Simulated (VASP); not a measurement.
# GaF (F-43m) in VASP: further runs

The runs below take GaF through single point, with PBE.

All numbers are computed with VASP 6.6.1; they aren't measurements. Logs are shortened: lines on timing, memory, paths and dates and some standing lists are left out, and cuts for length are marked.

## 1. The cell of the first run

It takes space group F-43m (No. 216, cubic). The conventional cell has a = 5.154 Å, b = 5.154 Å, c = 5.154 Å, α = 90.00°, β = 90.00°, γ = 90.00°. Within 3.0 Å of Ga (site symmetry -43m) lie 4 F at 2.23 Å. Within 3.0 Å of F (site symmetry -43m) lie 4 Ga at 2.23 Å.

## 2. Single point, PBE

Input file INCAR:

```
SYSTEM = GaF
  PREC = Accurate
  ENCUT = 600
  EDIFF = 1E-6
  ISMEAR = 0
  SIGMA = 0.013000000000000001
  LREAL = .False.
  LASPH = .True.
  NELM = 120
  ALGO = Normal
  ISIF = 2
  LWAVE = .False.
  LCHARG = .True.
  GGA = PE
  LELF = .True.
  LVHAR = .True.
  NBANDS = 17
  GGA_COMPAT = .False.
```

Input file KPOINTS:

```
Automatic mesh
0
Gamma
  9 9 9
  0 0 0
```

Input file POSCAR:

```
GaF
1.0
    0.0000000000      2.5769602800      2.5769602800
    2.5769602800      0.0000000000      2.5769602800
    2.5769602800      2.5769602800      0.0000000000
Ga F
1 1
Direct
    0.2500000000      0.2500000000      0.2500000000
    0.0000000000      0.0000000000      0.0000000000
```

Potentials or basis: VASP PAW PBE potentials, release 64 (Ga_d, F).

Run with:

```console
$ cat potpaw_PBE.64/Ga_d/POTCAR potpaw_PBE.64/F/POTCAR > POTCAR
$ mpirun -np 1 vasp_std > vasp.out
```

OUTCAR:

```text
SYSTEM = GaF
   PREC = Accurate
   ENCUT = 600
   EDIFF = 1E-6
   ISMEAR = 0
   LREAL = .False.
   LASPH = .True.
   NELM = 120
   ISIF = 2
   GGA = PE

 ion  position               nearest neighbor table
   1  0.250  0.250  0.250-   2 2.23   2 2.23   2 2.23   2 2.23
   2  0.000  0.000  0.000-   1 2.23   1 2.23   1 2.23   1 2.23

  LATTYP: Found a face centered cubic cell.
 ALAT       =     5.1539205600

  Lattice vectors:

 A1 = (   0.0000000000,   2.5769602800,   2.5769602800)
 A2 = (   2.5769602800,   0.0000000000,   2.5769602800)
 A3 = (   2.5769602800,   2.5769602800,   0.0000000000)

Analysis of symmetry for initial positions (statically):
=====================================================================
 Subroutine PRICEL returns:
 Original cell was already a primitive cell.

 Routine SETGRP: Setting up the symmetry group for a
 face centered cubic supercell.

 Subroutine GETGRP returns: Found 24 space group operations
 (whereof 24 operations were pure point group operations)
 out of a pool of 48 trial point group operations.

The static configuration has the point symmetry T_d .

Analysis of symmetry for dynamics (positions and initial velocities):
=====================================================================
 Subroutine PRICEL returns:
 Original cell was already a primitive cell.

 Routine SETGRP: Setting up the symmetry group for a
 face centered cubic supercell.

 Subroutine GETGRP returns: Found 24 space group operations
 (whereof 24 operations were pure point group operations)
 out of a pool of 48 trial point group operations.

The dynamic configuration has the point symmetry T_d .

 Subroutine INISYM returns: Found 24 space group operations
 (whereof 24 operations are pure point group operations),
 and found     1 'primitive' translations

----------------------------------------------------------------------------------------

                                     Primitive cell

  volume of cell :      34.2258

  direct lattice vectors                    reciprocal lattice vectors
     0.000000000  2.576960280  2.576960280    -0.194027050  0.194027050  0.194027050
     2.576960280  0.000000000  2.576960280     0.194027050 -0.194027050  0.194027050
     2.576960280  2.576960280  0.000000000     0.194027050  0.194027050 -0.194027050

  length of vectors
     3.644372178  3.644372178  3.644372178     0.336064708  0.336064708  0.336064708

  position of ions in fractional coordinates (direct lattice)
     0.250000000  0.250000000  0.250000000
     0.000000000  0.000000000  0.000000000

  ion indices of the primitive-cell ions
   primitive index   ion index
                 1           1
                 2           2

----------------------------------------------------------------------------------------

 KPOINTS: Automatic mesh

Automatic generation of k-mesh.
 Grid dimensions read from file:
 generate k-points for:    9    9    9

 Generating k-lattice:

  Cartesian coordinates                     Fractional coordinates (reciprocal lattice)
    -0.021558561  0.021558561  0.021558561     0.111111111  0.000000000  0.000000000
     0.021558561 -0.021558561  0.021558561     0.000000000  0.111111111  0.000000000
     0.021558561  0.021558561 -0.021558561     0.000000000  0.000000000  0.111111111

  Length of vectors
     0.037340523  0.037340523  0.037340523

  Shift w.r.t. Gamma in fractional coordinates (k-lattice)
     0.000000000  0.000000000  0.000000000

 Subroutine IBZKPT returns following result:
 ===========================================

 Found     35 irreducible k-points:

 Following reciprocal coordinates:
            Coordinates               Weight
  0.000000  0.000000  0.000000      1.000000
  0.111111  0.000000  0.000000      8.000000
  0.222222  0.000000  0.000000      8.000000
  0.333333  0.000000  0.000000      8.000000
  0.444444  0.000000  0.000000      8.000000
  0.111111  0.111111  0.000000      6.000000
[... 16 lines left out ...]
 -0.333333  0.333333  0.000000     12.000000
  0.444444  0.444444  0.000000      6.000000
 [... further k-points ...]
   k-points           NKPTS =     35   k-points in BZ     NKDIM =     35   number of bands    NBANDS=     17
   number of dos      NEDOS =    301   number of ions     NIONS =      2
   total plane-waves  NPLWV =  27000
   dimension x,y,z NGX =    30 NGY =   30 NGZ =   30
   dimension x,y,z NGXF=    60 NGYF=   60 NGZF=   60
   ions per type =               1   1
   NGX,Y,Z   is equivalent  to a cutoff of  13.69, 13.69, 13.69 a.u.
   NGXF,Y,Z  is equivalent  to a cutoff of  27.37, 27.37, 27.37 a.u.
 SYSTEM =  GaF
   PREC   = accura    normal or accurate (medium, high low for compatibility)
   ISTART =      0    job   : 0-new  1-cont  2-samecut
   ICHARG =      2    charge: 1-file 2-atom 10-const
   ISPIN  =      1    spin polarized calculation?
   LNONCOLLINEAR =      F non collinear calculations
   LSORBIT =      F    spin-orbit coupling
   LASPH  =      T    aspherical Exc in radial PAW
   ENCUT  =  600.0 eV  44.10 Ry    6.64 a.u.   7.28  7.28  7.28*2*pi/ulx,y,z
   NELM   =    120;   NELMIN=  2; NELMDL= -5     # of ELM steps
   EDIFF  = 0.1E-05   stopping-criterion for ELM
   LREAL  =      F    real-space projection
   EDIFFG = 0.1E-04   stopping-criterion for IOM
   NSW    =      0    number of steps for IOM
   IBRION =     -1    ionic relax: 0-MD 1-quasi-New 2-CG
   NFREE  =      0    steps in history (QN), initial steepest desc. (CG)
   ISIF   =      2    stress and relaxation
   ISYM   =      2    0-nonsym 1-usesym 2-fastsym
   POTIM  = 0.5000    time-step for ionic-motion
   TEBEG  =    0.0;   TEEND  =   0.0 temperature during run
   PSTRESS=    0.0 pullay stress
   NELECT =      20.0000    total number of electrons
   NUPDOWN=      -1.0000    fix difference up-down
   EMIN   =  10.00;   EMAX   =-10.00  energy-range for DOS
   EFERMI =   0.00;   METHOD = LEGACY
   ISMEAR =     0;   SIGMA  =   0.01  broadening in eV -4-tet -1-fermi 0-gaus
   EFERMI_NEDOS =   21; number of points for ismear=-14 and -15
   IALGO  =     38    algorithm
   IMIX   =      4    mixing-type and parameters
     AMIX     =   0.40;   BMIX     =  1.00
     AMIX_MAG =   1.60;   BMIX_MAG =  1.00
  volume/ion in A,a.u.               =      17.11       115.48
  Fermi-wavevector in a.u.,A,eV,Ry     =   1.368675  2.586421 25.487415  1.873272
  Thomas-Fermi vector in A             =   2.494618
   LORBIT       =      0    0 simple, 1 ext, 2 COOP (PROOUT), +10 PAW based schemes
   GGA     = PE    functional components
   LHFCALC =     F    Hartree Fock is set to
   AEXX    =    0.0000 exact exchange contribution
   IVDW    =     0    specifies the selected vdW correction
   LEPSILON=     F    determine dielectric tensor
   LRPA    =     F    only Hartree local field effects (RPA)
 non-spin polarized calculation
 Gauss-broadening in eV      SIGMA  =   0.01
  energy-cutoff  :      600.00
  volume of cell :       34.23
 maximum number of plane-waves:      1158
 NGX is ok and might be reduce to    30
   NGX = 15   NGY = 15   NGZ = 15

 number of electron      19.9999992 magnetization

 Free energy of the ion-electron system (eV)
  ---------------------------------------------------
  ext. energy  EPLUGINS =         0.00000000
  ---------------------------------------------------
  free energy    TOTEN  =        -7.11591455 eV

  energy without entropy =       -7.11591455  energy(sigma->0) =       -7.11591455

 E-fermi :   3.1486     XC(G=0):  -9.4355

 val. band max:        3.0846185604   @ k =  -0.4444   0.4444   0.0000
 cond. band min:       4.0909754959   @ k =  -0.4444   0.4444   0.0000
 fundamental gap:      1.0063569355
 Fermi energy:         3.1485901472

 k-point     1 :       0.0000    0.0000    0.0000
  band No.  band energies     occupation
      1     -21.3770      2.00000
      2     -11.3942      2.00000
      3     -11.3942      2.00000
      4     -11.3942      2.00000
      5     -11.3035      2.00000
      6     -11.3035      2.00000
[... 9 lines left out ...]
     16      17.1002      0.00000
     17      17.1002      0.00000

 k-point     2 :       0.1111    0.0000    0.0000
  band No.  band energies     occupation
      1     -21.3637      2.00000
      2     -11.3890      2.00000
      3     -11.3890      2.00000
      4     -11.3815      2.00000
      5     -11.3037      2.00000
      6     -11.3037      2.00000
[... 9 lines left out ...]
     16      16.5849      0.00000
     17      16.5849      0.00000

 k-point     3 :       0.2222    0.0000    0.0000
  band No.  band energies     occupation
      1     -21.3300      2.00000
      2     -11.3780      2.00000
      3     -11.3780      2.00000
      4     -11.3457      2.00000
      5     -11.3020      2.00000
      6     -11.3020      2.00000
[... 9 lines left out ...]
     16      16.0461      0.00000
     17      17.6187      0.00000

 k-point     4 :       0.3333    0.0000    0.0000
  band No.  band energies     occupation
      1     -21.2916      2.00000
      2     -11.3703      2.00000
      3     -11.3703      2.00000
      4     -11.2980      2.00000
      5     -11.2951      2.00000
      6     -11.2951      2.00000
[... 9 lines left out ...]
     16      15.8910      0.00000
     17      18.1289      0.00000
[... 343 lines left out ...]
      1     -21.2327      2.00000
      2     -11.3541      2.00000
      3     -11.3182      2.00000
      4     -11.3171      2.00000
      5     -11.2867      2.00000
      6     -11.2344      2.00000
[... 9 lines left out ...]
     16      18.9811      0.00000
     17      20.9525      0.00000

 k-point    23 :      -0.3333    0.3333    0.0000
  band No.  band energies     occupation
      1     -21.2362      2.00000
      2     -11.3586      2.00000
      3     -11.3259      2.00000
      4     -11.3095      2.00000
      5     -11.2956      2.00000
      6     -11.2250      2.00000
[... 9 lines left out ...]
     16      17.7152      0.00000
     17      20.5811      0.00000

 k-point    24 :       0.4444    0.4444    0.0000
  band No.  band energies     occupation
      1     -21.2320      2.00000
      2     -11.3555      2.00000
      3     -11.3038      2.00000
      4     -11.3038      2.00000
      5     -11.2809      2.00000
      6     -11.2714      2.00000
[... 9 lines left out ...]
     16      22.5737      0.00000
     17      22.6677      0.00000

 [... further k-points ...]

------------------------ aborting loop because EDIFF is reached ----------------------------------------

  FORCE on cell =-STRESS in cart. coord.  units (eV):
  Direction    XX          YY          ZZ          XY          YZ          ZX
  --------------------------------------------------------------------------------------
  -------------------------------------------------------------------------------------
  Total        3.0885479      3.0885479      3.0885479      0.0000000      0.0000000      0.0000000
  in kB      144.5811770    144.5811770    144.5811770      0.0000000      0.0000000      0.0000000
  external PRESSURE =     144.5811770 kB  Pullay stress =       0.0000000 kB

 VOLUME and BASIS-vectors are now :
 -----------------------------------------------------------------------------
  energy-cutoff  :      600.00
  volume of cell :       34.23
      direct lattice vectors                 reciprocal lattice vectors
     0.000000000  2.576960280  2.576960280    -0.194027050  0.194027050  0.194027050
     2.576960280  0.000000000  2.576960280     0.194027050 -0.194027050  0.194027050
     2.576960280  2.576960280  0.000000000     0.194027050  0.194027050 -0.194027050

 POSITION                                       TOTAL-FORCE (eV/Angst)
 -----------------------------------------------------------------------------------
      1.28848      1.28848      1.28848        -0.000000     -0.000000     -0.000000
      0.00000      0.00000      0.00000         0.000000      0.000000      0.000000
 -----------------------------------------------------------------------------------
    total drift:                                0.000000      0.000000      0.000000

  FREE ENERGIE OF THE ION-ELECTRON SYSTEM (eV)
  ---------------------------------------------------
  free  energy   TOTEN  =        -7.1159145500 eV

  energy  without entropy=       -7.1159145500  energy(sigma->0) =       -7.11591455
```

Run time: 57 s. Hardware: 1 thread of AMD EPYC 7R13, shared host; peak memory 0.15 GiB.

Results:

```
Free energy            : -7.1159 eV
Pressure               : 14.5 GPa
Band gap on the k mesh : 1.01 eV, direct
```

## 3. Single point, PBE

Input file INCAR:

```
PREC     = Accurate       # precision mode
ENCUT    = 600            # plane-wave cutoff, eV
EDIFF    = 1E-6           # SCF threshold, eV
ISMEAR   = 0              # smearing method
SIGMA    = 0.014          # smearing width, eV
LREAL    = F              # projectors in reciprocal space
LASPH    = T              # aspherical terms in the spheres
NELM     = 120            # most SCF steps
ALGO     = Normal         # electronic algorithm
ISIF     = 2              # what is computed and relaxed
LWAVE    = F              # write WAVECAR
LCHARG   = T              # write CHGCAR
GGA      = PE             # functional
LELF     = T              # ELF
LVHAR    = T            
NBANDS   = 17             # bands
GGA_COMPAT= F
```

Input file KPOINTS:

```
Automatic mesh
0
Gamma
  9 9 9
```

POSCAR is that of step 2.

Potentials or basis: VASP PAW PBE potentials, release 64 (Ga_d, F).

Run with:

```console
$ cat potpaw_PBE.64/Ga_d/POTCAR potpaw_PBE.64/F/POTCAR > POTCAR
$ mpirun -np 1 vasp_std > vasp.out
```

Run time: 57 s. Hardware: 1 thread of AMD EPYC 7R13, shared host; peak memory 0.15 GiB.

It converged, with:

* Free energy: -7.1159 eV
* Pressure: 14.5 GPa
* Band gap on the k mesh: 1.01 eV, direct

Levels at points of the mesh, in eV from the valence-band top:
| k point | band 7 | band 8 | band 9 | band 10 | band 11 | band 12 | band 13 | band 14 |
| --- | --- | --- | --- | --- | --- | --- | --- | --- |
| (0.00, 0.00, 0.00) | -5.57 | -5.57 | -5.57 | -5.38 | 6.68 | 6.68 | 6.68 | 11.26 |

A k mesh can miss the band edges. Expect the measured gap to be larger: semilocal functionals such as PBE lack the derivative discontinuity.

## 4. Single point, PBE

Input file INCAR:

```
SYSTEM = GaF
PREC     = Accurate       ! precision mode
ENCUT    = 600            ! plane-wave cutoff, eV
EDIFF    = 1E-6           ! SCF threshold, eV
ISMEAR   = 0              ! smearing method
SIGMA    = 0.015          ! smearing width, eV
LREAL    = .False.        ! projectors in reciprocal space
LASPH    = .True.         ! aspherical terms in the spheres
NELM     = 120            ! most SCF steps
ALGO     = Normal         ! electronic algorithm
ISIF     = 2              ! what is computed and relaxed
LWAVE    = .False.        ! write WAVECAR
LCHARG   = .True.         ! write CHGCAR
GGA      = PE             ! functional
LELF     = .True.         ! ELF
LVHAR    = .True.       
NBANDS   = 17             ! bands
GGA_COMPAT= .False.
```

Input file KPOINTS:

```
Automatic mesh
0
Gamma
  9 9 9
  0 0 0
```

POSCAR is that of step 3.

Run with:

```console
$ cat potpaw_PBE.64/Ga_d/POTCAR potpaw_PBE.64/F/POTCAR > POTCAR
$ mpirun -np 1 vasp_std > vasp.out
```

Wall time 56 s (1 thread of AMD EPYC 7R13, shared host); peak memory 0.15 GiB.

It converged, with:

* Free energy: -7.1159 eV
* Pressure: 14.5 GPa
* Band gap on the k mesh: 1.01 eV, direct

Levels at points of the mesh, in eV from the valence-band top:
```csv
k point,band 7,band 8,band 9,band 10,band 11,band 12,band 13,band 14
"(0.00, 0.00, 0.00)",-5.57,-5.57,-5.57,-5.38,6.68,6.68,6.68,11.26
```

## 5. Single point, PBE

Input file INCAR:

```
  ALGO = Normal
  EDIFF = 1E-6
  ENCUT = 600
  GGA = PE
  GGA_COMPAT = F
  ISIF = 2
  ISMEAR = 0
  LASPH = T
  LCHARG = F
  LREAL = F
  LWAVE = F
  NBANDS = 17
  NELM = 120
  PREC = Accurate
  SIGMA = 0.016
```

Input file KPOINTS:

```
k-points
0
Gamma
  9 9 9
```

POSCAR is that of step 4.

Run with:

```console
$ cat potpaw_PBE.64/Ga_d/POTCAR potpaw_PBE.64/F/POTCAR > POTCAR
$ mpirun -np 1 vasp_std > vasp.out
```

It took 60 s on 1 thread of AMD EPYC 7R13, shared host; peak memory 0.15 GiB.

It converged, with:

* Free energy: -7.1159 eV
* Pressure: 14.5 GPa
* Band gap on the k mesh: 1.01 eV, direct

Levels at points of the mesh, in eV from the valence-band top:
```
           k point  band 8  band 9  band 10  band 11  band 12  band 13
(0.00, 0.00, 0.00)   -5.57   -5.57    -5.38     6.68     6.68     6.68
```

## 6. Single point, PBE

Input file INCAR:

```
ALGO     = Normal         # electronic algorithm
EDIFF    = 1E-6           # SCF threshold, eV
ENCUT    = 600            # plane-wave cutoff, eV
GGA      = PE             # functional
GGA_COMPAT= F            
ISIF     = 2              # what is computed and relaxed
ISMEAR   = 0              # smearing method
LASPH    = T              # aspherical terms in the spheres
LCHARG   = F              # write CHGCAR
LREAL    = F              # projectors in reciprocal space
LWAVE    = F              # write WAVECAR
NBANDS   = 17             # bands
NELM     = 120            # most SCF steps
PREC     = Accurate       # precision mode
SIGMA    = 0.018000000000000002 # smearing width, eV
```

KPOINTS is that of step 5.

POSCAR is that of step 5.

Potentials or basis: VASP PAW PBE potentials, release 64 (Ga_d, F).

Run with:

```console
$ cat potpaw_PBE.64/Ga_d/POTCAR potpaw_PBE.64/F/POTCAR > POTCAR
$ mpirun -np 1 vasp_std > vasp.out
```

Run time: 57 s. Hardware: 1 thread of AMD EPYC 7R13, shared host; peak memory 0.15 GiB.

It converged, with:

| Item | Value |
| --- | --- |
| Free energy | -7.1159 eV |
| Pressure | 14.5 GPa |
| Band gap on the k mesh | 1.01 eV, direct |

Levels at points of the mesh, in eV from the valence-band top:
```
           k point  band 6  band 7  band 8  band 9  band 10  band 11  band 12  band 13  band 14  band 15
(0.00, 0.00, 0.00)  -14.39   -5.57   -5.57   -5.57    -5.38     6.68     6.68     6.68    11.26    14.02
```

A k mesh can miss the band edges.

## 7. The runs side by side

| smearing | gap on the mesh (eV) | pressure (GPa) |
| --- | --- | --- |
| gaussian 0.013 eV | 1.01 | 14.5 |
| gaussian 0.014 eV | 1.01 | 14.5 |
| gaussian 0.015 eV | 1.01 | 14.5 |
| gaussian 0.016 eV | 1.01 | 14.5 |
| gaussian 0.018 eV | 1.01 | 14.5 |

Alike in all rows: task single point; level PBE; potentials or basis VASP PAW PBE potentials, release 64 (Ga_d, F); no spin polarisation; cell as given; k mesh 9 × 9 × 9; cutoff (eV) 600.

On the cell as given the gap runs from 1.01 eV (PBE) to 1.01 eV (PBE).

Absolute energies hang on the potentials; compare differences alone.
